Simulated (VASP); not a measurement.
# SrW3 (I4/mmm) in VASP: a series of runs

SrW3 is run at these levels: PBE; tasks: single point, relaxation of cell and atoms.

Program: VASP 6.6.1. These are calculated values, not measurements. Logs are shortened: lines on timing, memory, paths and dates and some standing lists are left out, and cuts for length are marked.

### Step 1. The cell of the first run

It takes space group I4/mmm (No. 139, tetragonal). Conventional cell: a = 3.996 Å, b = 3.996 Å, c = 9.542 Å, α = 90.00°, β = 90.00°, γ = 90.00°. Within 3.7 Å of Sr (site symmetry 4/mmm) lie 12 W at 2.83 to 3.11 Å. W (site symmetry 4/mmm) has 4 Sr at 2.83 Å and 8 W at 3.11 Å within 3.7 Å. W (site symmetry -4m2) has 8 W at 2.83 to 3.11 Å and 4 Sr at 3.11 Å within 3.7 Å.

### Step 2. Single point, PBE

Contents of INCAR:

```
ALGO = Normal
EDIFF = 1E-6
ENCUT = 520
GGA = PE
ISIF = 2
ISMEAR = 0
LASPH = T
LCHARG = F
LREAL = F
LWAVE = F
NBANDS = 34
NELM = 80
PREC = Accurate
SIGMA = 0.1
```

Contents of KPOINTS:

```
k-points
0
Gamma
  6 6 6
```

Contents of POSCAR:

```
SrW3
1.0
   -1.9980526275      1.9980526275      4.7711327113
    1.9980526275     -1.9980526275      4.7711327113
    1.9980526275      1.9980526275     -4.7711327113
Sr W
1 3
Direct
    0.0000000000      0.0000000000      0.0000000000
    0.5000000000      0.5000000000      0.0000000000
    0.2500000000      0.7500000000      0.5000000000
    0.7500000000      0.2500000000      0.5000000000
```

Potentials or basis: VASP PAW PBE potentials, release 64 (Sr_sv, W_sv).

On the command line:

```console
cat potpaw_PBE.64/Sr_sv/POTCAR potpaw_PBE.64/W_sv/POTCAR > POTCAR
mpirun -np 1 vasp_std > vasp.out
```

OUTCAR:

```text
EDIFF = 1E-6
   ENCUT = 520
   GGA = PE
   ISIF = 2
   ISMEAR = 0
   LASPH = T
   LREAL = F
   NELM = 80
   PREC = Accurate

 ion  position               nearest neighbor table
   1  0.000  0.000  0.000-   2 2.83   2 2.83   2 2.83   2 2.83   4 3.11   3 3.11   4 3.11   3 3.11
                             4 3.11   4 3.11   3 3.11   3 3.11
   2  0.500  0.500  0.000-   1 2.83   1 2.83   1 2.83   1 2.83   4 3.11   3 3.11   4 3.11   4 3.11
                             3 3.11   3 3.11   4 3.11   3 3.11
   3  0.250  0.750  0.500-   4 2.83   4 2.83   4 2.83   4 2.83   2 3.11   1 3.11   2 3.11   2 3.11
                             1 3.11   1 3.11   2 3.11   1 3.11
   4  0.750  0.250  0.500-   3 2.83   3 2.83   3 2.83   3 2.83   2 3.11   1 3.11   2 3.11   1 3.11
                             2 3.11   2 3.11   1 3.11   1 3.11

  LATTYP: Found a body centered tetragonal cell.
 ALAT       =     3.9961052550
 C/A-ratio  =     2.3878914127

  Lattice vectors:

 A1 = (  -1.9980526275,   1.9980526275,   4.7711327113)
 A2 = (   1.9980526275,  -1.9980526275,   4.7711327113)
 A3 = (   1.9980526275,   1.9980526275,  -4.7711327113)

Analysis of symmetry for initial positions (statically):
=====================================================================
 Subroutine PRICEL returns:
 Original cell was already a primitive cell.

 Routine SETGRP: Setting up the symmetry group for a
 body centered tetragonal supercell.

 Subroutine GETGRP returns: Found 16 space group operations
 (whereof 16 operations were pure point group operations)
 out of a pool of 16 trial point group operations.

The static configuration has the point symmetry D_4h.

Analysis of symmetry for dynamics (positions and initial velocities):
=====================================================================
 Subroutine PRICEL returns:
 Original cell was already a primitive cell.

 Routine SETGRP: Setting up the symmetry group for a
 body centered tetragonal supercell.

 Subroutine GETGRP returns: Found 16 space group operations
 (whereof 16 operations were pure point group operations)
 out of a pool of 16 trial point group operations.

The dynamic configuration has the point symmetry D_4h.

 Subroutine INISYM returns: Found 16 space group operations
 (whereof 16 operations are pure point group operations),
 and found     1 'primitive' translations

[... 98 lines left out ...]
   EDIFF  = 0.1E-05   stopping-criterion for ELM
   LREAL  =      F    real-space projection
   EDIFFG = 0.1E-04   stopping-criterion for IOM
   NSW    =      0    number of steps for IOM
   IBRION =     -1    ionic relax: 0-MD 1-quasi-New 2-CG
   NFREE  =      0    steps in history (QN), initial steepest desc. (CG)
   ISIF   =      2    stress and relaxation
   ISYM   =      2    0-nonsym 1-usesym 2-fastsym
   POTIM  = 0.5000    time-step for ionic-motion
   TEBEG  =    0.0;   TEEND  =   0.0 temperature during run
   PSTRESS=    0.0 pullay stress
   NELECT =      52.0000    total number of electrons
   NUPDOWN=      -1.0000    fix difference up-down
   EMIN   =  10.00;   EMAX   =-10.00  energy-range for DOS
   EFERMI =   0.00;   METHOD = LEGACY
   ISMEAR =     0;   SIGMA  =   0.10  broadening in eV -4-tet -1-fermi 0-gaus
   EFERMI_NEDOS =   21; number of points for ismear=-14 and -15
   IALGO  =     38    algorithm
   IMIX   =      4    mixing-type and parameters
     AMIX     =   0.40;   BMIX     =  1.00
     AMIX_MAG =   1.60;   BMIX_MAG =  1.00
  volume/ion in A,a.u.               =      19.05       128.54
  Fermi-wavevector in a.u.,A,eV,Ry     =   1.441377  2.723807 28.267013  2.077567
  Thomas-Fermi vector in A             =   2.560016
   LORBIT       =      0    0 simple, 1 ext, 2 COOP (PROOUT), +10 PAW based schemes
   GGA     = PE    functional components
   LHFCALC =     F    Hartree Fock is set to
   AEXX    =    0.0000 exact exchange contribution
   IVDW    =     0    specifies the selected vdW correction
   LEPSILON=     F    determine dielectric tensor
   LRPA    =     F    only Hartree local field effects (RPA)
 non-spin polarized calculation
 Gauss-broadening in eV      SIGMA  =   0.10
  energy-cutoff  :      520.00
  volume of cell :       76.19
 maximum number of plane-waves:      2097
 NGX is ok and might be reduce to    42
   NGX = 21   NGY = 21   NGZ = 21

 number of electron      51.9999997 magnetization

 Free energy of the ion-electron system (eV)
  ---------------------------------------------------
  ext. energy  EPLUGINS =         0.00000000
  ---------------------------------------------------
  free energy    TOTEN  =       -33.96984659 eV

  energy without entropy =      -33.95524683  energy(sigma->0) =      -33.96254671

 E-fermi :   7.9305     XC(G=0): -12.3011

 val. band max:        7.9222639570   @ k =  -0.3333   0.3333   0.0000
 cond. band min:       7.9434460505   @ k =   0.5000   0.5000   0.0000
 fundamental gap:      0.0211820936
 Fermi energy:         7.9305403069

 k-point     1 :       0.0000    0.0000    0.0000
  band No.  band energies     occupation
      1     -65.9457      2.00000
      2     -65.9050      2.00000
      3     -65.8608      2.00000
      4     -30.3430      2.00000
      5     -30.3430      2.00000
      6     -30.2968      2.00000
[... 877 lines left out ...]
     33      11.9311      0.00000
     34      12.7886      0.00000

 [... further k-points ...]

------------------------ aborting loop because EDIFF is reached ----------------------------------------

  FORCE on cell =-STRESS in cart. coord.  units (eV):
  Direction    XX          YY          ZZ          XY          YZ          ZX
  --------------------------------------------------------------------------------------
  -------------------------------------------------------------------------------------
  Total        0.3226998      0.3226998      0.2163134      0.0000000     -0.0000000      0.0000000
  in kB        6.7860019      6.7860019      4.5488184      0.0000000     -0.0000000      0.0000000
  external PRESSURE =       6.0402741 kB  Pullay stress =       0.0000000 kB

 VOLUME and BASIS-vectors are now :
 -----------------------------------------------------------------------------
  energy-cutoff  :      520.00
  volume of cell :       76.19
      direct lattice vectors                 reciprocal lattice vectors
    -1.998052627  1.998052627  4.771132711     0.000000000  0.250243659  0.104796917
     1.998052627 -1.998052627  4.771132711     0.250243659  0.000000000  0.104796917
     1.998052627  1.998052627 -4.771132711     0.250243659  0.250243659  0.000000000

 POSITION                                       TOTAL-FORCE (eV/Angst)
 -----------------------------------------------------------------------------------
      0.00000      0.00000      0.00000        -0.000000     -0.000000     -0.000000
      0.00000      0.00000      4.77113        -0.000000     -0.000000     -0.000000
      1.99805      0.00000      2.38557         0.000000     -0.000000      0.000000
      0.00000      1.99805      2.38557        -0.000000      0.000000     -0.000000
 -----------------------------------------------------------------------------------
    total drift:                               -0.000000      0.000000      0.000000

  FREE ENERGIE OF THE ION-ELECTRON SYSTEM (eV)
  ---------------------------------------------------
  free  energy   TOTEN  =       -33.9698465890 eV

  energy  without entropy=      -33.9552468290  energy(sigma->0) =      -33.96254671
```

It took 3.1 min on 1 thread of Intel Xeon Platinum 8259CL at 2.50GHz (Skylake/Cascade Lake), shared host; peak memory 0.29 GiB.

Results:

| Quantity | Value |
| --- | --- |
| Free energy | -33.9698 eV |
| Pressure | 0.6 GPa |
| Band gap on the k mesh | zero (bands 26 and 27 overlap by 0.77 eV) |

Stress tensor (GPa, compression positive):
```
0.68 0.00 0.00
0.00 0.68 0.00
0.00 0.00 0.45
```

Caveat: spin-orbit coupling is left out, which moves the levels of the heavy elements.

### Step 3. Single point, PBE

This run uses another cell than the first one, of 20.24 Å³/atom.

Contents of INCAR:

```
SYSTEM = SrW3
ALGO = Normal ; EDIFF = 1E-6
ENCUT = 520 ; GGA = PE
ISIF = 2 ; ISMEAR = 0
LASPH = .TRUE. ; LCHARG = .FALSE.
LREAL = .FALSE. ; LWAVE = .FALSE.
NBANDS = 34 ; NELM = 80
PREC = Accurate ; SIGMA = 0.1
```

Contents of KPOINTS:

```
k-points
0
G
  6 6 6
  0 0 0
```

Contents of POSCAR:

```
SrW3
1.0
   -2.0848555099      2.0848555099      4.6570798404
    2.0848555099     -2.0848555099      4.6570798404
    2.0848555099      2.0848555099     -4.6570798404
Sr W
1 3
Direct
    0.0000000000      0.0000000000      0.0000000000
    0.5000000000      0.5000000000      0.0000000000
    0.2500000000      0.7500000000      0.5000000000
    0.7500000000      0.2500000000      0.5000000000
```

Potentials or basis: VASP PAW PBE potentials, release 64 (Sr_sv, W_sv).

On the command line:

```console
cat potpaw_PBE.64/Sr_sv/POTCAR potpaw_PBE.64/W_sv/POTCAR > POTCAR
mpirun -np 1 vasp_std > vasp.out
```

Wall time 2.4 min (1 thread of Intel Xeon Platinum 8259CL at 2.50GHz (Skylake/Cascade Lake), shared host); peak memory 0.28 GiB.

The run converged. Its results:

```yaml
Free_energy: -33.8499 eV
Pressure: -6.7 GPa
Band_gap_on_the_k_mesh: zero (bands 26 and 27 overlap by 1.23 eV)
```

Stress tensor (GPa, compression positive):
```
-7.00  0.00  0.00
 0.00 -7.00  0.00
 0.00  0.00 -6.21
```

Levels at points of the mesh, in eV from the Fermi level:
```
           k point  band 24  band 25  band 26  band 27  band 28  band 29
(0.00, 0.00, 0.00)    -1.05    -1.05    -0.38     0.54     1.03     1.19
(0.50, 0.00, 0.00)    -0.87    -0.79    -0.71    -0.47     0.43     0.95
(0.50, 0.50, 0.00)    -0.91    -0.50     0.15     0.28     0.65     0.81
(0.50, 0.50, 0.50)    -1.15    -0.59     0.42     1.51     1.51     2.52
```

Caveat: the cell stands under tension; spin-orbit coupling is left out, which moves the levels of the heavy elements.

### Step 4. Relaxation of cell and atoms, PBE

This run uses another cell than the first one, of 20.24 Å³/atom.

Contents of INCAR:

```
  PREC = Accurate
  ENCUT = 600
  EDIFF = 1E-6
  ISMEAR = 0
  SIGMA = 0.1
  LREAL = False
  LASPH = True
  NELM = 80
  ALGO = Fast
  ISIF = 3
  LWAVE = False
  LCHARG = False
  GGA = PE
  IBRION = 2
  NSW = 90
  EDIFFG = -0.04
```

Contents of KPOINTS:

```
regular mesh
0
Gamma
  6 6 6
```

POSCAR is that of step 3.

On the command line:

```console
cat potpaw_PBE.64/Sr_sv/POTCAR potpaw_PBE.64/W_sv/POTCAR > POTCAR
mpirun -np 1 vasp_std > vasp.out
```

Wall time 55 min (1 thread of Intel Xeon Platinum 8259CL at 2.50GHz (Skylake/Cascade Lake), shared host); peak memory 0.4 GiB.

The run converged. Its results:

| Quantity | Value |
| --- | --- |
| Free energy | -33.9716 eV |
| Relaxed volume | 19.13 Å³/atom |
| Relaxed cell | a = 5.548 Å, b = 5.548 Å, c = 5.548 Å, α = 137.68°, β = 137.68°, γ = 61.39° |
| Space group after relaxing (to 0.1 Å) | I4/mmm (No. 139) |
| Energy gained by relaxing | 30.4 meV/atom |
| Ionic steps | 12 |
| Pressure after relaxing | 0.0 GPa |
| Band gap on the k mesh | zero (bands 26 and 27 overlap by 0.79 eV) |

The path:
```tsv
step	energy change (eV)	largest force (eV/Å)	pressure (GPa)	volume (Å³)
1	0.0000	0.0000	-6.69	80.97
2	0.1021	0.0000	12.19	71.46
3	-0.0897	0.0000	-0.10	76.94
4	-0.0897	0.0000	0.05	76.86
5	-0.0951	0.0000	0.05	76.80
6	-0.1125	0.0000	0.09	76.59
7	-0.1061	0.0000	0.97	76.05
8	-0.1205	0.0000	0.25	76.42
9	-0.1211	0.0000	0.40	76.32
10	-0.1213	0.0000	0.35	76.35
11	-0.1186	0.0000	-1.30	77.22
12	-0.1215	0.0000	-0.01	76.53
```

Final structure:
```xyz
4
Lattice="-2.0026 2.0026 4.7711 2.0026 -2.0026 4.7711 2.0026 2.0026 -4.7711" Properties=species:S:1:pos:R:3 pbc="T T T"
Sr    0.0000    0.0000    0.0000
W     0.0000    0.0000    4.7711
W     2.0026    0.0000    2.3855
W     0.0000    2.0026    2.3855
```

Levels at points of the mesh, in eV from the Fermi level:
| k point | band 23 | band 24 | band 25 | band 26 | band 27 | band 28 | band 29 | band 30 |
| --- | --- | --- | --- | --- | --- | --- | --- | --- |
| (0.00, 0.00, 0.00) | -1.28 | -0.99 | -0.99 | -0.79 | 0.58 | 0.68 | 1.57 | 1.57 |
| (0.50, 0.00, 0.00) | -1.53 | -0.77 | -0.66 | -0.53 | -0.47 | 0.69 | 1.05 | 1.14 |
| (0.50, 0.50, 0.00) | -1.53 | -0.78 | -0.57 | 0.02 | 0.44 | 0.92 | 1.07 | 1.17 |
| (0.50, 0.50, 0.50) | -2.86 | -1.40 | -0.86 | 0.01 | 1.91 | 1.91 | 2.61 | 2.61 |

Caveat: spin-orbit coupling is left out, which moves the levels of the heavy elements.

### Step 5. Overview

| task | cell | cutoff (eV) | gap on the mesh (eV) | pressure (GPa) |
| --- | --- | --- | --- | --- |
| single point | a = 5.545 Å, angles 137.8, 137.8, 61.3°, 4 atoms | 520 | none | 0.6 |
| single point | a = 5.512 Å, angles 135.6, 135.6, 64.7°, 4 atoms | 520 | none | -6.7 |
| relaxation of cell and atoms | relaxed from a = 5.512 Å, angles 135.6, 135.6, 64.7°, 4 atoms | 600 | none | 0.0 |

Alike in all rows: level PBE; potentials or basis VASP PAW PBE potentials, release 64 (Sr_sv, W_sv); no spin polarisation; k mesh 6 × 6 × 6; smearing gaussian 0.1 eV.

Caveats: spin-orbit coupling is left out, which moves the levels of the heavy elements; the cell stands under tension (at least some runs).

Total energies depend on the potentials used, so only differences within one code and one set of settings carry meaning.

The gap in the log of VASP goes by the Fermi energy; the results here count the filled bands.